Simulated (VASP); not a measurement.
# ZnS (zincblende type) (F-43m) in VASP: notebook, part 2 of 3

VASP 6.6.1. Earlier steps stand in the parts before.

### Step 3. Single point, PBE

The input, INCAR:

```
PREC = Accurate
ENCUT = 520
EDIFF = 1E-7
ISMEAR = -1
SIGMA = 0.1
LREAL = False
LASPH = True
NELM = 80
ALGO = Normal
ISIF = 2
LWAVE = False
LCHARG = True
GGA = PE
LELF = True
LVHAR = True
NBANDS = 16
```

The input, KPOINTS:

```
regular mesh
0
Gamma
  13 13 13
```

The input, POSCAR:

```
ZnS
1.0
    0.0000000000      2.5670855599      2.5670855599
    2.5670855599      0.0000000000      2.5670855599
    2.5670855599      2.5670855599      0.0000000000
Zn S
1 1
Direct
    0.0000000000      0.0000000000      0.0000000000
    0.2500000000      0.2500000000      0.2500000000
```

Potentials or basis: VASP PAW PBE potentials, release 64 (Zn, S).

Command:

```console
$ cat potpaw_PBE.64/Zn/POTCAR potpaw_PBE.64/S/POTCAR > POTCAR
$ mpirun -np 1 vasp_std > vasp.out
```

OUTCAR:

```text
PREC = Accurate
   ENCUT = 520
   EDIFF = 1E-7
   ISMEAR = -1
   LREAL = False
   LASPH = True
   NELM = 80
   ISIF = 2
   GGA = PE

 ion  position               nearest neighbor table
   1  0.000  0.000  0.000-   2 2.22   2 2.22   2 2.22   2 2.22
   2  0.250  0.250  0.250-   1 2.22   1 2.22   1 2.22   1 2.22

  LATTYP: Found a face centered cubic cell.
 ALAT       =     5.1341711198

  Lattice vectors:

 A1 = (   0.0000000000,   2.5670855599,   2.5670855599)
 A2 = (   2.5670855599,   0.0000000000,   2.5670855599)
 A3 = (   2.5670855599,   2.5670855599,   0.0000000000)

Analysis of symmetry for initial positions (statically):
=====================================================================
 Subroutine PRICEL returns:
 Original cell was already a primitive cell.

 Routine SETGRP: Setting up the symmetry group for a
 face centered cubic supercell.

 Subroutine GETGRP returns: Found 24 space group operations
 (whereof 24 operations were pure point group operations)
 out of a pool of 48 trial point group operations.

The static configuration has the point symmetry T_d .

Analysis of symmetry for dynamics (positions and initial velocities):
=====================================================================
 Subroutine PRICEL returns:
 Original cell was already a primitive cell.

 Routine SETGRP: Setting up the symmetry group for a
 face centered cubic supercell.

 Subroutine GETGRP returns: Found 24 space group operations
 (whereof 24 operations were pure point group operations)
 out of a pool of 48 trial point group operations.

The dynamic configuration has the point symmetry T_d .

 Subroutine INISYM returns: Found 24 space group operations
 (whereof 24 operations are pure point group operations),
 and found     1 'primitive' translations

----------------------------------------------------------------------------------------

                                     Primitive cell

  volume of cell :      33.8338

  direct lattice vectors                    reciprocal lattice vectors
     0.000000000  2.567085560  2.567085560    -0.194773407  0.194773407  0.194773407
     2.567085560  0.000000000  2.567085560     0.194773407 -0.194773407  0.194773407
     2.567085560  2.567085560  0.000000000     0.194773407  0.194773407 -0.194773407

  length of vectors
     3.630407215  3.630407215  3.630407215     0.337357437  0.337357437  0.337357437

  position of ions in fractional coordinates (direct lattice)
     0.000000000  0.000000000  0.000000000
     0.250000000  0.250000000  0.250000000

  ion indices of the primitive-cell ions
   primitive index   ion index
                 1           1
                 2           2

----------------------------------------------------------------------------------------

 KPOINTS: regular mesh

Automatic generation of k-mesh.
 Grid dimensions read from file:
 generate k-points for:   13   13   13

 Generating k-lattice:

  Cartesian coordinates                     Fractional coordinates (reciprocal lattice)
    -0.014982570  0.014982570  0.014982570     0.076923077  0.000000000  0.000000000
     0.014982570 -0.014982570  0.014982570     0.000000000  0.076923077  0.000000000
     0.014982570  0.014982570 -0.014982570     0.000000000  0.000000000  0.076923077

  Length of vectors
     0.025950572  0.025950572  0.025950572

  Shift w.r.t. Gamma in fractional coordinates (k-lattice)
     0.000000000  0.000000000  0.000000000

 Subroutine IBZKPT returns following result:
 ===========================================

 Found     84 irreducible k-points:

 Following reciprocal coordinates:
            Coordinates               Weight
  0.000000  0.000000  0.000000      1.000000
  0.076923  0.000000  0.000000      8.000000
  0.153846  0.000000  0.000000      8.000000
  0.230769  0.000000  0.000000      8.000000
  0.307692  0.000000  0.000000      8.000000
  0.384615  0.000000  0.000000      8.000000
[... 16 lines left out ...]
  0.384615  0.153846  0.000000     24.000000
  0.461538  0.153846  0.000000     24.000000
 [... further k-points ...]
   k-points           NKPTS =     84   k-points in BZ     NKDIM =     84   number of bands    NBANDS=     16
   number of dos      NEDOS =    301   number of ions     NIONS =      2
   total plane-waves  NPLWV =  21952
   dimension x,y,z NGX =    28 NGY =   28 NGZ =   28
   dimension x,y,z NGXF=    56 NGYF=   56 NGZF=   56
   ions per type =               1   1
   NGX,Y,Z   is equivalent  to a cutoff of  12.82, 12.82, 12.82 a.u.
   NGXF,Y,Z  is equivalent  to a cutoff of  25.64, 25.64, 25.64 a.u.
 SYSTEM =  unknown system
   PREC   = accura    normal or accurate (medium, high low for compatibility)
   ISTART =      0    job   : 0-new  1-cont  2-samecut
   ICHARG =      2    charge: 1-file 2-atom 10-const
   ISPIN  =      1    spin polarized calculation?
   LNONCOLLINEAR =      F non collinear calculations
   LSORBIT =      F    spin-orbit coupling
   LASPH  =      T    aspherical Exc in radial PAW
   ENCUT  =  520.0 eV  38.22 Ry    6.18 a.u.   6.75  6.75  6.75*2*pi/ulx,y,z
   NELM   =     80;   NELMIN=  2; NELMDL= -5     # of ELM steps
   EDIFF  = 0.1E-06   stopping-criterion for ELM
   LREAL  =      F    real-space projection
   EDIFFG = 0.1E-05   stopping-criterion for IOM
   NSW    =      0    number of steps for IOM
   IBRION =     -1    ionic relax: 0-MD 1-quasi-New 2-CG
   NFREE  =      0    steps in history (QN), initial steepest desc. (CG)
   ISIF   =      2    stress and relaxation
   ISYM   =      2    0-nonsym 1-usesym 2-fastsym
   POTIM  = 0.5000    time-step for ionic-motion
   TEBEG  =    0.0;   TEEND  =   0.0 temperature during run
   PSTRESS=    0.0 pullay stress
   NELECT =      18.0000    total number of electrons
   NUPDOWN=      -1.0000    fix difference up-down
   EMIN   =  10.00;   EMAX   =-10.00  energy-range for DOS
   EFERMI =   0.00;   METHOD = LEGACY
   ISMEAR =    -1;   SIGMA  =   0.10  broadening in eV -4-tet -1-fermi 0-gaus
   EFERMI_NEDOS =   21; number of points for ismear=-14 and -15
   IALGO  =     38    algorithm
   IMIX   =      4    mixing-type and parameters
     AMIX     =   0.40;   BMIX     =  1.00
     AMIX_MAG =   1.60;   BMIX_MAG =  1.00
  volume/ion in A,a.u.               =      16.92       114.16
  Fermi-wavevector in a.u.,A,eV,Ry     =   1.326525  2.506768 23.941732  1.759668
  Thomas-Fermi vector in A             =   2.455905
   LORBIT       =      0    0 simple, 1 ext, 2 COOP (PROOUT), +10 PAW based schemes
   GGA     = PE    functional components
   LHFCALC =     F    Hartree Fock is set to
   AEXX    =    0.0000 exact exchange contribution
   IVDW    =     0    specifies the selected vdW correction
   LEPSILON=     F    determine dielectric tensor
   LRPA    =     F    only Hartree local field effects (RPA)
 non-spin polarized calculation
  energy-cutoff  :      520.00
  volume of cell :       33.83
 maximum number of plane-waves:       941
   NGX = 13   NGY = 13   NGZ = 13

 number of electron      17.9999995 magnetization

 Free energy of the ion-electron system (eV)
  ---------------------------------------------------
  ext. energy  EPLUGINS =         0.00000000
  ---------------------------------------------------
  free energy    TOTEN  =        -6.53197863 eV

  energy without entropy =       -6.53197861  energy(sigma->0) =       -6.53197862

 E-fermi :   5.1988     XC(G=0): -10.3733

 val. band max:        3.6810144955   @ k =   0.0000   0.0000   0.0000
 cond. band min:       6.4973655531   @ k =   0.0000   0.0000   0.0000
 fundamental gap:      2.8163510576
 Fermi energy:         5.1988154080

 k-point     1 :       0.0000    0.0000    0.0000
  band No.  band energies     occupation
      1     -10.6601      2.00000
      2      -3.4112      2.00000
      3      -3.4112      2.00000
      4      -3.4112      2.00000
      5      -2.7137      2.00000
      6      -2.7137      2.00000
[... 8 lines left out ...]
     15      15.5943      0.00000
     16      16.4204      0.00000

 k-point     2 :       0.0769    0.0000    0.0000
  band No.  band energies     occupation
      1     -10.6022      2.00000
      2      -3.4175      2.00000
      3      -3.3998      2.00000
      4      -3.3998      2.00000
      5      -2.7151      2.00000
      6      -2.7151      2.00000
[... 8 lines left out ...]
     15      15.2624      0.00000
     16      16.7997      0.00000
[... 387 lines left out ...]
      5      -2.7179      2.00000
      6      -2.6579      2.00000
[... 8 lines left out ...]
     15      16.9208      0.00000
     16      17.8462      0.00000

 k-point    24 :       0.4615    0.1538    0.0000
  band No.  band energies     occupation
      1      -9.4146      2.00000
      2      -3.3153      2.00000
      3      -3.1960      2.00000
      4      -3.0697      2.00000
      5      -2.6568      2.00000
      6      -2.6398      2.00000
[... 8 lines left out ...]
     15      17.5933      0.00000
     16      18.0877      0.00000

 [... further k-points ...]
[... 5 lines left out ...]
  --------------------------------------------------------------------------------------
  -------------------------------------------------------------------------------------
  Total        3.8581207      3.8581207      3.8581207      0.0000000      0.0000000      0.0000000
  in kB      182.6986622    182.6986622    182.6986622      0.0000000      0.0000000      0.0000000
  external PRESSURE =     182.6986622 kB  Pullay stress =       0.0000000 kB

 VOLUME and BASIS-vectors are now :
 -----------------------------------------------------------------------------
  energy-cutoff  :      520.00
  volume of cell :       33.83
      direct lattice vectors                 reciprocal lattice vectors
     0.000000000  2.567085560  2.567085560    -0.194773407  0.194773407  0.194773407
     2.567085560  0.000000000  2.567085560     0.194773407 -0.194773407  0.194773407
     2.567085560  2.567085560  0.000000000     0.194773407  0.194773407 -0.194773407

 POSITION                                       TOTAL-FORCE (eV/Angst)
 -----------------------------------------------------------------------------------
      0.00000      0.00000      0.00000        -0.000000     -0.000000     -0.000000
      1.28354      1.28354      1.28354         0.000000      0.000000      0.000000
 -----------------------------------------------------------------------------------
    total drift:                                0.000003      0.000003      0.000002

  FREE ENERGIE OF THE ION-ELECTRON SYSTEM (eV)
  ---------------------------------------------------
  free  energy   TOTEN  =        -6.5319786274 eV

  energy  without entropy=       -6.5319786110  energy(sigma->0) =       -6.53197862
```

OSZICAR:

```text
N       E                     dE             d eps       ncg     rms          rms(c)
DAV:   1     0.914091201871E+02    0.91409E+02   -0.90778E+03  2704   0.141E+03
DAV:   2    -0.132038652283E+01   -0.92730E+02   -0.86640E+02  3040   0.269E+02
DAV:   3    -0.693292372920E+01   -0.56125E+01   -0.55882E+01  3224   0.647E+01
DAV:   4    -0.698796617183E+01   -0.55042E-01   -0.55031E-01  3376   0.656E+00
DAV:   5    -0.698852330130E+01   -0.55713E-03   -0.55712E-03  3296   0.646E-01    0.928E+00
DAV:   6    -0.656114055403E+01    0.42738E+00   -0.77757E-01  3976   0.334E+01    0.703E+00
DAV:   7    -0.653298978493E+01    0.28151E-01   -0.31697E-01  3328   0.572E+00    0.340E+00
DAV:   8    -0.653194702938E+01    0.10428E-02   -0.79514E-03  3632   0.171E+00    0.896E-01
DAV:   9    -0.653184726772E+01    0.99762E-04   -0.18626E-03  3352   0.340E-01    0.793E-02
DAV:  10    -0.653191645039E+01   -0.69183E-04   -0.17383E-04  3480   0.102E-01    0.796E-02
DAV:  11    -0.653198012401E+01   -0.63674E-04   -0.69331E-05  3048   0.575E-02    0.711E-02
DAV:  12    -0.653197839811E+01    0.17259E-05   -0.74322E-06  3776   0.257E-02    0.567E-03
DAV:  13    -0.653197861417E+01   -0.21607E-06   -0.96707E-07  3096   0.108E-02    0.218E-03
DAV:  14    -0.653197862744E+01   -0.13269E-07   -0.52545E-08  2872   0.479E-03
   1 F= -.65319786E+01 E0= -.65319786E+01  d E =-.164905E-07
```

stdout:

```text
POSCAR found type information on POSCAR ZnS
 POSCAR found :  2 types and       2 ions
 scaLAPACK will be used
 LDA part: xc-table for (Slater+PW92), standard interpolation
 POSCAR, INCAR and KPOINTS ok, starting setup
 FFT: planning ... GRIDC
 FFT: planning ... GRID_SOFT
 FFT: planning ... GRID
 WAVECAR not read
 entering main loop
```

Run time: 20 s. Hardware: 1 thread of Intel Xeon 6975P-C (Granite Rapids), shared host; peak memory 0.18 GiB.

What came out:

```
Free energy            : -6.5320 eV
Pressure               : 18.3 GPa
Band gap on the k mesh : 2.82 eV, direct
```

Levels at points of the mesh, in eV from the valence-band top:
| k point | band 6 | band 7 | band 8 | band 9 | band 10 | band 11 | band 12 | band 13 |
| --- | --- | --- | --- | --- | --- | --- | --- | --- |
| (0.00, 0.00, 0.00) | -6.39 | 0.00 | 0.00 | 0.00 | 2.82 | 6.23 | 6.23 | 6.23 |

A k mesh can miss the band edges.

### Step 4. Relaxation of cell and atoms, PBE, target pressure 18 GPa, at which the enthalpy is minimised

This run uses another cell than the first one, of 16.35 Å³/atom, 0.967 times its volume.

The input, INCAR:

```
SYSTEM = ZnS
ALGO = Normal
EDIFF = 1E-7
EDIFFG = -0.005
ENCUT = 600
GGA = PE
IBRION = 2
ISIF = 3
ISMEAR = -1
LASPH = .TRUE.
LCHARG = .FALSE.
LREAL = .FALSE.
LWAVE = .FALSE.
NELM = 100
NSW = 60
PREC = Accurate
PSTRESS = 180.0
SIGMA = 0.1
```

The input, KPOINTS:

```
k-points
0
G
  13 13 13
  0 0 0
```

The input, POSCAR:

```
ZnS
1.0
    0.0000000000      2.5382266107      2.5382266107
    2.5382266107      0.0000000000      2.5382266107
    2.5382266107      2.5382266107      0.0000000000
Zn S
1 1
Direct
    0.0000000000      0.0000000000      0.0000000000
    0.2500000000      0.2500000000      0.2500000000
```

Command:

```console
$ cat potpaw_PBE.64/Zn/POTCAR potpaw_PBE.64/S/POTCAR > POTCAR
$ mpirun -np 1 vasp_std > vasp.out
```

It took 94 s on 1 thread of Intel Xeon Platinum 8488C (Sapphire Rapids), shared host; peak memory 0.2 GiB.

It converged, with:

| Item | Value |
| --- | --- |
| Free energy | -6.5400 eV |
| Relaxed volume | 16.95 Å³/atom |
| Relaxed cell | a = 3.633 Å, b = 3.633 Å, c = 3.633 Å, α = 60.00°, β = 60.00°, γ = 60.00° |
| Space group after relaxing (to 0.05 Å) | F-43m (No. 216) |
| Energy change on relaxing (the enthalpy is what falls) | -77.3 meV/atom |
| Ionic steps | 3 |
| Pressure after relaxing | 18.0 GPa |
| Band gap on the k mesh | 2.81 eV, direct |

Step by step:
```
step  energy change (eV)  largest force (eV/Å)  pressure (GPa)  volume (Å³)
   1              0.0000                0.0000           23.44        32.71
   2             -0.2950                0.0000           12.30        35.40
   3             -0.1545                0.0000           17.97        33.91
```

Final structure:
```xyz
2
Lattice="0.0000 2.5689 2.5689 2.5689 0.0000 2.5689 2.5689 2.5689 0.0000" Properties=species:S:1:pos:R:3 pbc="T T T"
Zn    0.0000    0.0000    0.0000
S     1.2845    1.2845    1.2845
```

Levels at points of the mesh, in eV from the valence-band top:
```tsv
k point	band 7	band 8	band 9	band 10	band 11	band 12
(0.00, 0.00, 0.00)	0.00	0.00	0.00	2.81	6.23	6.23
```

Caveat: the cell is relaxed towards a set pressure, so the enthalpy falls and the energy may rise.

(Part 2 of 3 ends here.)
